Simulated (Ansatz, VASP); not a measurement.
## Two plane-wave programs on PbO

```xyz
4
Lattice="3.6910 0.0000 0.0000 0.0000 3.6910 0.0000 0.0000 0.0000 30.7493" Properties=species:S:1:pos:R:3 pbc="T T T"
Pb    1.8455    0.0000   14.1262
Pb    0.0000    1.8455   16.6232
O     0.0000    0.0000   15.3747
O     1.8455    1.8455   15.3747
```

Alike in both runs: task single point; functional PBE; dispersion D3(BJ); k mesh 6 × 6 × 1; occupations gaussian, width 0.02 eV; no spin polarisation.

|  | VASP | Ansatz |
| --- | --- | --- |
| version | VASP 6.6.1 | Ansatz 0.2.0 |
| potentials or method | VASP PAW PBE potentials, release 64 (Pb_d, O), cutoff 520 eV | scalar-relativistic, plane waves, PAW |
| valence electrons in the cell | 40 | 40 |

VASP gave:

```
gap on the k mesh at the Fermi level (eV) : 3.47
least direct gap on the mesh (eV)         : 3.53
rms of the force components (eV/Å)        : 0.662
```

Problem. What did Ansatz give for the same quantities?

Solution. gap on the k mesh at the Fermi level (eV): 3.48; least direct gap on the mesh (eV): 3.54; rms of the force components (eV/Å): 0.637.

Neither program's run includes spin-orbit coupling.
